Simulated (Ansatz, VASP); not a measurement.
C: VASP beside Ansatz

```xyz
8
Lattice="3.5603 0.0000 0.0000 0.0000 -3.5603 0.0000 0.0000 0.0000 -3.5603" Properties=species:S:1:pos:R:3 pbc="T T T"
C     1.7801    0.0000    0.0125
C     0.0000   -1.7801    0.0000
C     0.0000    0.0000   -1.7801
C     1.7801   -1.7801   -1.7801
C     2.6702   -2.6702   -2.6702
C     0.8901   -0.8901   -2.6702
C     0.8901   -2.6702   -0.8901
C     2.6702   -0.8901   -0.8901
```

Alike in both runs: task single point; functional r2SCAN; k mesh 6 × 6 × 6; occupations gaussian, width 0.05 eV; no spin polarisation.

```csv
,VASP,Ansatz
version,VASP 6.6.1,Ansatz 0.2.0
potentials or method,"VASP PAW PBE potentials, release 64 (C_h), cutoff 910 eV","scalar-relativistic, plane waves, PAW"
valence electrons in the cell,32,32
```

|  | VASP | Ansatz | Ansatz less VASP |
| --- | --- | --- | --- |
| gap on the k mesh at the Fermi level (eV) | 4.34 | 4.33 | -0.002 |
| least direct gap on the mesh (eV) | 4.93 | 4.93 | -0.003 |
| rms of the force components (eV/Å) | 0.132 | 0.133 | +0.0003 |

VASP's potentials were made for PBE, not for r2SCAN. Atom by atom the forces differ by 0.000 eV/Å (rms over components).

Noted on VASP's run: the cutoff is short for stress, so the pressure is rough.
